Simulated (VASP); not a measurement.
Input of a VASP 6.6.1 run:

File INCAR:

```
  PREC = Accurate
  ENCUT = 520
  EDIFF = 1E-7
  ISMEAR = 0
  SIGMA = 0.15
  LREAL = F
  LASPH = T
  NELM = 100
  ALGO = Normal
  ISIF = 2
  LWAVE = F
  LCHARG = F
  GGA = PS
  NBANDS = 16
```

The input KPOINTS:

```
Automatic mesh
0
Gamma
  18 18 18
```

Contents of POSCAR:

```
HgTe
1.0
   -3.2151431669      3.2151431669      1.3992852795
    3.2151431669     -3.2151431669      1.3992852795
    3.2151431669      3.2151431669     -1.3992852795
Hg Te
1 1
Direct
    0.2500000000      0.7500000000      0.5000000000
    0.0000000000      0.0000000000      0.0000000000
```

Potentials or basis: VASP PAW PBE potentials, release 64 (Hg, Te).

Run with:

```bash
$ cat potpaw_PBE.64/Hg/POTCAR potpaw_PBE.64/Te/POTCAR > POTCAR
$ mpirun -np 1 vasp_std > vasp.out
```

(1) Estimate the band gap on the k mesh.

(2) Estimate the pressure.

## Answers

(1) zero (bands 9 and 10 overlap by 2.59 eV).

(2) 0.6 GPa.

Caveat: the stress differs along the axes, from -3 to 7 GPa; the PAW data sets were made with another functional, which shifts forces and pressure a little; spin-orbit coupling is left out, which moves the levels of the heavy elements.
